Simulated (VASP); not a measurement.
# BN (Cm) in VASP: a series of runs

The runs below take BN through single point, with PBEsol.

Program: VASP 6.6.1. These are calculated values, not measurements. Logs are shortened: lines on timing, memory, paths and dates and some standing lists are left out, and cuts for length are marked.

## 1. The cell of the first run

The structure is monoclinic, space group Cm (No. 8). The conventional cell has a = 4.401 Å, b = 2.541 Å, c = 12.615 Å, α = 90.00°, β = 91.67°, γ = 90.00°. B (site symmetry m) has 4 N at 1.56 to 1.57 Å within 2.1 Å. Within 2.1 Å of B (site symmetry m) lie 4 N at 1.56 to 1.57 Å. Within 2.1 Å of B (site symmetry m) lie 4 N at 1.56 to 1.57 Å. B (site symmetry m) has 4 N at 1.56 to 1.62 Å within 2.1 Å. B (site symmetry m) has 4 N at 1.56 to 1.57 Å within 2.1 Å. Within 2.1 Å of B (site symmetry m) lie 4 N at 1.56 to 1.57 Å. Within 2.1 Å of N (site symmetry m) lie 4 B at 1.56 to 1.57 Å. N (site symmetry m) has 4 B at 1.56 to 1.57 Å within 2.1 Å.

## 2. Single point, PBEsol (the part above a cut slid along it)

Input file INCAR:

```
SYSTEM = BN
ALGO     = Normal         ! electronic algorithm
EDIFF    = 1E-6           ! SCF threshold, eV
ENCUT    = 600            ! plane-wave cutoff, eV
GGA      = PS             ! functional
GGA_COMPAT= .False.      
ISIF     = 2              ! what is computed and relaxed
ISMEAR   = 0              ! smearing method
LASPH    = .True.         ! aspherical terms in the spheres
LCHARG   = .False.        ! write CHGCAR
LREAL    = .False.        ! projectors in reciprocal space
LWAVE    = .False.        ! write WAVECAR
NBANDS   = 36             ! bands
NELM     = 120            ! most SCF steps
PREC     = Accurate       ! precision mode
SIGMA    = 0.05           ! smearing width, eV
```

Input file KPOINTS:

```
k-points
0
Gamma
  10 10 2
  0 0 0
```

Input file POSCAR:

```
BN
1.0
   -2.5410113134      0.0000000000      0.0000000000
   -1.2705056567     -2.2005803487      0.0000000000
   -0.3174993636     -0.1833083430     12.6098865131
B N
6 6
Direct
    0.6475872738      0.6475872738      0.2290443320
    0.6198206071      0.6198206071      0.5623776653
    0.5920539405      0.5920539405      0.8957109987
    0.3281372738      0.3281372738      0.0623776653
    0.3003706071      0.3003706071      0.3957109987
    0.2726039405      0.2726039405      0.7290443320
    0.6579849462      0.6579849462      0.1042223347
    0.6302182795      0.6302182795      0.4375556680
    0.6024516129      0.6024516129      0.7708890013
    0.2552349462      0.2552349462      0.9375556680
    0.3107682795      0.3107682795      0.2708890013
    0.2830016129      0.2830016129      0.6042223347
```

Potentials or basis: VASP PAW PBE potentials, release 64 (B, N).

Command:

```console
> cat potpaw_PBE.64/B/POTCAR potpaw_PBE.64/N/POTCAR > POTCAR
> mpirun -np 1 vasp_std > vasp.out
```

OUTCAR:

```text
SYSTEM = BN
   EDIFF = 1E-6
   ENCUT = 600
   GGA = PS
   ISIF = 2
   ISMEAR = 0
   LASPH = .True.
   LREAL = .False.
   NELM = 120
   PREC = Accurate

 ion  position               nearest neighbor table
   1  0.648  0.648  0.229-  11 1.56  11 1.56  11 1.56   7 1.57
   2  0.620  0.620  0.562-  12 1.56  12 1.56  12 1.56   8 1.57
   3  0.592  0.592  0.896-  10 1.56  10 1.56  10 1.56   9 1.57
   4  0.328  0.328  0.062-   7 1.56   7 1.56   7 1.56  10 1.62
   5  0.300  0.300  0.396-   8 1.56   8 1.56   8 1.56  11 1.57
   6  0.273  0.273  0.729-   9 1.56   9 1.56   9 1.56  12 1.57
   7  0.658  0.658  0.104-   4 1.56   4 1.56   4 1.56   1 1.57
   8  0.630  0.630  0.438-   5 1.56   5 1.56   5 1.56   2 1.57
   9  0.602  0.602  0.771-   6 1.56   6 1.56   6 1.56   3 1.57
  10  0.255  0.255  0.938-   3 1.56   3 1.56   3 1.56   4 1.62
  11  0.311  0.311  0.271-   1 1.56   1 1.56   1 1.56   5 1.57
  12  0.283  0.283  0.604-   2 1.56   2 1.56   2 1.56   6 1.57

  LATTYP: Found a base centered monoclinic cell.
 ALAT       =     4.4011606974
 B/A-ratio  =     0.5773502692
 C/A-ratio  =     2.8663381584
 COS(beta)  =    -0.0290614699

  Lattice vectors:

 A1 = (   2.5410113134,   0.0000000000,   0.0000000000)
 A2 = (   1.2705056567,   2.2005803487,   0.0000000000)
 A3 = (  -0.3174993636,  -0.1833083430,  12.6098865131)

Analysis of symmetry for initial positions (statically):
=====================================================================
 Subroutine PRICEL returns:
 Original cell was already a primitive cell.

 Routine SETGRP: Setting up the symmetry group for a
 base centered monoclinic supercell.

 Subroutine GETGRP returns: Found  2 space group operations
 (whereof  2 operations were pure point group operations)
 out of a pool of  4 trial point group operations.

The static configuration has the point symmetry C_1h.

Analysis of symmetry for dynamics (positions and initial velocities):
=====================================================================
 Subroutine PRICEL returns:
 Original cell was already a primitive cell.

 Routine SETGRP: Setting up the symmetry group for a
 base centered monoclinic supercell.

 Subroutine GETGRP returns: Found  2 space group operations
 (whereof  2 operations were pure point group operations)
 out of a pool of  4 trial point group operations.

The dynamic configuration has the point symmetry C_1h.

 Subroutine INISYM returns: Found  2 space group operations
 (whereof  2 operations are pure point group operations),
 and found     1 'primitive' translations

----------------------------------------------------------------------------------------

                                     Primitive cell

  volume of cell :      70.5107

  direct lattice vectors                    reciprocal lattice vectors
    -2.541011313  0.000000000  0.000000000    -0.393544096  0.227212790 -0.006605928
    -1.270505657 -2.200580349  0.000000000     0.000000000 -0.454425579 -0.006605928
    -0.317499364 -0.183308343 12.609886513     0.000000000  0.000000000  0.079302855

  length of vectors
     2.541011313  2.541011313 12.615214848     0.454473592  0.454473592  0.079302855

  position of ions in fractional coordinates (direct lattice)
     0.647587274  0.647587274  0.229044332
     0.619820607  0.619820607  0.562377665
     0.592053941  0.592053941  0.895710999
     0.328137274  0.328137274  0.062377665
     0.300370607  0.300370607  0.395710999
     0.272603940  0.272603940  0.729044332
     0.657984946  0.657984946  0.104222335
     0.630218279  0.630218279  0.437555668
     0.602451613  0.602451613  0.770889001
     0.255234946  0.255234946  0.937555668
     0.310768280  0.310768280  0.270889001
     0.283001613  0.283001613  0.604222335

  ion indices of the primitive-cell ions
   primitive index   ion index
                 1           1
                 2           2
                 3           3
                 4           4
                 5           5
                 6           6
                 7           7
                 8           8
                 9           9
                10          10
                11          11
                12          12

----------------------------------------------------------------------------------------

 KPOINTS: k-points

Automatic generation of k-mesh.
 Grid dimensions read from file:
 generate k-points for:   10   10    2

 Generating k-lattice:

  Cartesian coordinates                     Fractional coordinates (reciprocal lattice)
    -0.039354410  0.022721279 -0.000660593     0.100000000  0.000000000  0.000000000
     0.000000000 -0.045442558 -0.000660593     0.000000000  0.100000000 -0.000000000
     0.000000000  0.000000000  0.039651427     0.000000000  0.000000000  0.500000000

  Length of vectors
     0.045447359  0.045447359  0.039651427

  Shift w.r.t. Gamma in fractional coordinates (k-lattice)
     0.000000000  0.000000000  0.000000000

[... 33 lines left out ...]
   ENCUT  =  600.0 eV  44.10 Ry    6.64 a.u.   5.08  5.08 25.20*2*pi/ulx,y,z
   NELM   =    120;   NELMIN=  2; NELMDL= -5     # of ELM steps
   EDIFF  = 0.1E-05   stopping-criterion for ELM
   LREAL  =      F    real-space projection
   EDIFFG = 0.1E-04   stopping-criterion for IOM
   NSW    =      0    number of steps for IOM
   IBRION =     -1    ionic relax: 0-MD 1-quasi-New 2-CG
   NFREE  =      0    steps in history (QN), initial steepest desc. (CG)
   ISIF   =      2    stress and relaxation
   ISYM   =      2    0-nonsym 1-usesym 2-fastsym
   POTIM  = 0.5000    time-step for ionic-motion
   TEBEG  =    0.0;   TEEND  =   0.0 temperature during run
   PSTRESS=    0.0 pullay stress
   NELECT =      48.0000    total number of electrons
   NUPDOWN=      -1.0000    fix difference up-down
   EMIN   =  10.00;   EMAX   =-10.00  energy-range for DOS
   EFERMI =   0.00;   METHOD = LEGACY
   ISMEAR =     0;   SIGMA  =   0.05  broadening in eV -4-tet -1-fermi 0-gaus
   EFERMI_NEDOS =   21; number of points for ismear=-14 and -15
   IALGO  =     38    algorithm
   IMIX   =      4    mixing-type and parameters
     AMIX     =   0.40;   BMIX     =  1.00
     AMIX_MAG =   1.60;   BMIX_MAG =  1.00
  volume/ion in A,a.u.               =       5.88        39.65
  Fermi-wavevector in a.u.,A,eV,Ry     =   1.440136  2.721463 28.218379  2.073992
  Thomas-Fermi vector in A             =   2.558914
   LORBIT       =      0    0 simple, 1 ext, 2 COOP (PROOUT), +10 PAW based schemes
   GGA     = PS    functional components
   LHFCALC =     F    Hartree Fock is set to
   AEXX    =    0.0000 exact exchange contribution
   IVDW    =     0    specifies the selected vdW correction
   LEPSILON=     F    determine dielectric tensor
   LRPA    =     F    only Hartree local field effects (RPA)
 non-spin polarized calculation
 Gauss-broadening in eV      SIGMA  =   0.05
  energy-cutoff  :      600.00
  volume of cell :       70.51
 maximum number of plane-waves:      2380
   NGX = 11   NGY = 11   NGZ = 51

 number of electron      47.9999998 magnetization

 Free energy of the ion-electron system (eV)
  ---------------------------------------------------
  ext. energy  EPLUGINS =         0.00000000
  ---------------------------------------------------
  free energy    TOTEN  =      -109.53539103 eV

  energy without entropy =     -109.53539103  energy(sigma->0) =     -109.53539103

 E-fermi :   7.8868     XC(G=0): -13.0380

 val. band max:        7.6407875425   @ k =   0.0000   0.0000   0.0000
 cond. band min:      12.6685302285   @ k =  -0.4000   0.3000   0.0000
 fundamental gap:      5.0277426860
 Fermi energy:         7.8867550161

 k-point     1 :       0.0000    0.0000    0.0000
  band No.  band energies     occupation
      1     -12.9012      2.00000
      2     -12.2478      2.00000
      3     -12.2126      2.00000
      4     -10.3880      2.00000
      5     -10.3496      2.00000
      6      -8.6623      2.00000
[... 28 lines left out ...]
     35      17.1531      0.00000
     36      17.5334      0.00000
[... 866 lines left out ...]
      6      -7.0491      2.00000
[... 28 lines left out ...]
     35      19.2798      0.00000
     36      19.5058      0.00000

 [... further k-points ...]

------------------------ aborting loop because EDIFF is reached ----------------------------------------

  FORCE on cell =-STRESS in cart. coord.  units (eV):
  Direction    XX          YY          ZZ          XY          YZ          ZX
  --------------------------------------------------------------------------------------
  -------------------------------------------------------------------------------------
  Total       -0.5236894      0.3003041      0.4167228     -0.7135994      1.7950882      3.1091841
  in kB      -11.8995188      6.8236519      9.4689716    -16.2147415     40.7888420     70.6483492
  external PRESSURE =       1.4643682 kB  Pullay stress =       0.0000000 kB

 VOLUME and BASIS-vectors are now :
 -----------------------------------------------------------------------------
  energy-cutoff  :      600.00
  volume of cell :       70.51
      direct lattice vectors                 reciprocal lattice vectors
    -2.541011313  0.000000000  0.000000000    -0.393544096  0.227212790 -0.006605928
    -1.270505657 -2.200580349  0.000000000     0.000000000 -0.454425579 -0.006605928
    -0.317499364 -0.183308343 12.609886513     0.000000000  0.000000000  0.079302855

 POSITION                                       TOTAL-FORCE (eV/Angst)
 -----------------------------------------------------------------------------------
     -2.54101     -1.46705      2.88822         0.072845      0.042057      0.057087
     -2.54101     -1.46705      7.09152        -0.000768     -0.000444      0.029953
     -2.54101     -1.46705     11.29481        -0.184671     -0.106620      0.002003
     -1.27051     -0.73353      0.78658         1.557186      0.899042     -0.096781
     -1.27051     -0.73353      4.98987        -0.000307     -0.000177      0.030869
     -1.27051     -0.73353      9.19317        -0.014555     -0.008403      0.033420
     -2.54101     -1.46705      1.31423         0.027739      0.016015      0.065549
     -2.54101     -1.46705      5.51753         0.000595      0.000343     -0.029900
     -2.54101     -1.46705      9.72082        -0.083850     -0.048411     -0.069012
     -1.27051     -0.73353     11.82247        -1.373709     -0.793111      0.035395
     -1.27051     -0.73353      3.41588         0.000904      0.000522     -0.027144
     -1.27051     -0.73353      7.61918        -0.001408     -0.000813     -0.031438
 -----------------------------------------------------------------------------------
    total drift:                               -0.000224     -0.000129      0.000261

  FREE ENERGIE OF THE ION-ELECTRON SYSTEM (eV)
  ---------------------------------------------------
  free  energy   TOTEN  =      -109.5353910254 eV

  energy  without entropy=     -109.5353910254  energy(sigma->0) =     -109.53539103
```

It took 5.7 min on 1 thread of Oxide Virtual Turin-like, shared host; peak memory 0.24 GiB.

What came out:

```
Free energy            : -109.5354 eV
Pressure               : 0.1 GPa
Largest force          : 1.801 eV/Å
Band gap on the k mesh : 5.03 eV (least direct gap 7.47 eV)
```

Forces on the atoms (eV/Å):
```
B    0.073  0.042  0.057
B   -0.001  0.000  0.030
B   -0.185 -0.107  0.002
B    1.557  0.899 -0.097
B    0.000  0.000  0.031
B   -0.015 -0.008  0.033
N    0.028  0.016  0.066
N    0.001  0.000 -0.030
N   -0.084 -0.048 -0.069
N   -1.374 -0.793  0.035
N    0.001  0.001 -0.027
N   -0.001 -0.001 -0.031
```

Stress tensor (GPa, compression positive):
```
-1.19 -1.62  7.06
-1.62  0.68  4.08
 7.06  4.08  0.95
```

Caveat: the cell differs from its parent crystal (the part above a cut slid along it); the PAW data sets were made with another functional, which shifts forces and pressure a little. A k mesh can miss the band edges.

## 3. Single point, PBEsol (the part above a cut slid along it)

Input file INCAR:

```
ALGO = Normal
EDIFF = 1E-6
ENCUT = 600
GGA = PS
GGA_COMPAT = False
ISIF = 2
ISMEAR = 0
LASPH = True
LCHARG = False
LREAL = False
LWAVE = False
NBANDS = 36
NELM = 120
PREC = Accurate
SIGMA = 0.05
```

Input file KPOINTS:

```
k-points
0
Gamma
  10 10 2
```

Input file POSCAR:

```
BN
1.0
   -2.5410113134      0.0000000000      0.0000000000
   -1.2705056567     -2.2005803487      0.0000000000
   -0.9528792425     -0.5501450872     12.6098865131
B N
6 6
Direct
    0.6094055837      0.6094055837      0.2290443320
    0.5260722503      0.5260722503      0.5623776653
    0.4427389170      0.4427389170      0.8957109987
    0.3177389170      0.3177389170      0.0623776653
    0.2344055837      0.2344055837      0.3957109987
    0.1510722503      0.1510722503      0.7290443320
    0.6406110830      0.6406110830      0.1042223347
    0.5572777497      0.5572777497      0.4375556680
    0.4739444163      0.4739444163      0.7708890013
    0.0989444163      0.0989444163      0.9375556680
    0.2656110830      0.2656110830      0.2708890013
    0.1822777497      0.1822777497      0.6042223347
```

Potentials or basis: VASP PAW PBE potentials, release 64 (B, N).

Command:

```console
> cat potpaw_PBE.64/B/POTCAR potpaw_PBE.64/N/POTCAR > POTCAR
> mpirun -np 1 vasp_std > vasp.out
```

Run time: 5.9 min. Hardware: 1 thread of Oxide Virtual Turin-like, shared host; peak memory 0.24 GiB.

It converged, with:

| Property | Result |
| --- | --- |
| Free energy | -107.6615 eV |
| Pressure | 0.1 GPa |
| Largest force | 2.360 eV/Å |
| Band gap on the k mesh | 2.43 eV (least direct gap 3.72 eV) |

Forces in eV/Å, atoms in the order of the input:
```
B   -0.023 -0.013  0.231
B   -0.001 -0.001  0.157
B   -0.395 -0.228  0.019
B    1.881  1.086  0.924
B   -0.008 -0.005  0.158
B   -0.013 -0.008  0.203
N   -0.225 -0.130  0.023
N    0.000  0.000 -0.158
N   -0.065 -0.038 -0.428
N   -1.133 -0.654 -0.824
N   -0.014 -0.008 -0.137
N   -0.001 -0.001 -0.168
```

Stress tensor (GPa, compression positive):
```
-5.75 -4.39  6.11
-4.39 -0.68  3.53
 6.11  3.53  6.82
```

Levels at points of the mesh, in eV from the valence-band top:
```tsv
k point	band 21	band 22	band 23	band 24	band 25	band 26	band 27	band 28
(0.00, 0.00, 0.00)	-0.58	-0.23	-0.11	0.00	6.57	7.96	8.16	8.49
(0.50, 0.00, 0.00)	-3.66	-2.85	-2.45	-2.00	3.69	6.27	6.45	6.65
(0.50, 0.50, 0.00)	-3.33	-3.15	-2.27	-1.29	2.43	6.27	6.38	6.60
(0.00, 0.00, 0.50)	-0.59	-0.54	-0.14	-0.14	6.60	8.01	8.16	8.49
(0.50, 0.00, 0.50)	-3.45	-3.17	-2.35	-2.04	3.69	6.29	6.37	6.59
(0.50, 0.50, 0.50)	-3.82	-2.73	-2.40	-1.36	2.49	6.27	6.44	6.67
```

Caveat: the cell differs from its parent crystal (the part above a cut slid along it); the stress differs along the axes, from -6 to 7 GPa; the PAW data sets were made with another functional, which shifts forces and pressure a little.

## 4. Single point, PBEsol (the part above a cut slid along it)

INCAR is that of step 3.

KPOINTS is that of step 3.

Input file POSCAR:

```
BN
1.0
   -2.5410113134      0.0000000000      0.0000000000
   -1.2705056567     -2.2005803487      0.0000000000
   -1.5882591214     -0.9169818313     12.6098865131
B N
6 6
Direct
    0.5712238935      0.5712238935      0.2290443320
    0.4323238935      0.4323238935      0.5623776653
    0.2934238935      0.2934238935      0.8957109987
    0.3073405602      0.3073405602      0.0623776653
    0.1684405602      0.1684405602      0.3957109987
    0.0295405602      0.0295405602      0.7290443320
    0.6232372198      0.6232372198      0.1042223347
    0.4843372198      0.4843372198      0.4375556680
    0.3454372198      0.3454372198      0.7708890013
   -0.0573461135     -0.0573461135      0.9375556680
    0.2204538865      0.2204538865      0.2708890013
    0.0815538865      0.0815538865      0.6042223347
```

Command:

```console
> cat potpaw_PBE.64/B/POTCAR potpaw_PBE.64/N/POTCAR > POTCAR
> mpirun -np 1 vasp_std > vasp.out
```

Run time: 4.8 min. Hardware: 1 thread of Oxide Virtual Turin-like, shared host; peak memory 0.24 GiB.

It converged, with:

```
Free energy            : -107.4103 eV
Pressure               : 0.4 GPa
Largest force          : 1.388 eV/Å
Band gap on the k mesh : 2.67 eV (least direct gap 3.88 eV)
```

Forces on the atoms (eV/Å):
```
B    0.148  0.086  0.256
B    0.000  0.000  0.168
B    0.478  0.276  0.020
B   -0.760 -0.439  1.075
B    0.014  0.008  0.168
B    0.002  0.001  0.218
N    0.592  0.342  0.169
N    0.001  0.001 -0.169
N   -0.041 -0.023 -0.463
N   -0.462 -0.267 -1.120
N    0.028  0.016 -0.143
N   -0.002 -0.001 -0.180
```

Stress tensor (GPa, compression positive):
```
-1.27  4.16  1.43
 4.16 -6.07  0.83
 1.43  0.83  8.40
```

Levels at points of the mesh, in eV from the valence-band top:
```
           k point  band 22  band 23  band 24  band 25  band 26  band 27
(0.00, 0.00, 0.00)    -0.18    -0.08     0.00     6.65     7.94     8.15
(0.50, 0.00, 0.00)    -2.85    -2.41    -1.25     2.70     6.26     6.46
(0.50, 0.50, 0.00)    -3.17    -2.37    -2.27     3.74     6.31     6.37
(0.00, 0.00, 0.50)    -0.54    -0.13    -0.11     6.69     7.99     8.10
(0.50, 0.00, 0.50)    -3.13    -2.33    -1.22     2.67     6.27     6.39
(0.50, 0.50, 0.50)    -2.74    -2.40    -2.29     3.74     6.28     6.45
```

Caveat: the cell differs from its parent crystal (the part above a cut slid along it); the stress differs along the axes, from -6 to 8 GPa; the PAW data sets were made with another functional, which shifts forces and pressure a little.

## 5. The runs side by side

```tsv
cell	gap on the mesh (eV)	pressure (GPa)	largest force (eV/Å)
a = 2.541, b = 2.541, c = 12.615 Å, angles 88.6, 88.6, 60.0°, 12 atoms	5.03	0.1	1.80
a = 2.541, b = 2.541, c = 12.658 Å, angles 85.7, 85.7, 60.0°, 12 atoms	2.43	0.1	2.36
a = 2.541, b = 2.541, c = 12.743 Å, angles 82.8, 82.8, 60.0°, 12 atoms	2.67	0.4	1.39
```

Alike in all rows: task single point; level PBEsol; potentials or basis VASP PAW PBE potentials, release 64 (B, N); no spin polarisation; k mesh 10 × 10 × 2; cutoff (eV) 600; smearing gaussian 0.05 eV.

Caveats: the PAW data sets were made with another functional, which shifts forces and pressure a little; the stress differs along the axes, from -6 to 7 GPa (at least some runs); the stress differs along the axes, from -6 to 8 GPa (at least some runs).

Total energies depend on the potentials used, so only differences within one code and one set of settings carry meaning.
